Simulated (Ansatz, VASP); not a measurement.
**SrAlO4 in VASP and in Ansatz**

```
CELL_PARAMETERS angstrom
3.63966 0.00000 0.00000
0.00000 3.63966 0.00000
0.00000 0.00000 5.91106
ATOMIC_POSITIONS crystal
Sr 0.50000 0.50000 0.50000
Al 0.00000 0.00000 0.00000
O 0.00000 0.00000 0.67240
O 0.50000 0.00000 0.00000
O 0.00000 0.50000 0.00000
O 0.00000 0.00000 0.32760
```

Alike in both runs: functional PBE; k mesh 6 × 6 × 4; occupations gaussian, width 0.1 eV; collinear spin.

Ansatz relaxed the structure, and its values are those at the end. VASP's run is a single point on that final structure, the one shown.

```csv
,VASP,Ansatz
version,VASP 6.6.1,Ansatz 0.2.0
potentials or method,"VASP PAW PBE potentials, release 64 (Sr_sv, Al, O), cutoff 520 eV","scalar-relativistic, plane waves, PAW"
valence electrons in the cell,37,37
```

|  | VASP | Ansatz | Ansatz less VASP |
| --- | --- | --- | --- |
| gap on the k mesh at the Fermi level (eV) | none | none | - |
| pressure (GPa) | 0.2 | 0.1 | -0.06 |
| rms of the force components (eV/Å) | 0.001 | 0.007 | +0.0063 |
| net moment per atom (μB) | 0.49 | 0.49 | -0.001 |
| size of the moment on the site where the two differ most (μB) | 0.62 | 0.65 | +0.027 |

Site moments also hang on the region over which each program counts them. A gap of «none» marks a metal or a gap that the smearing closes.
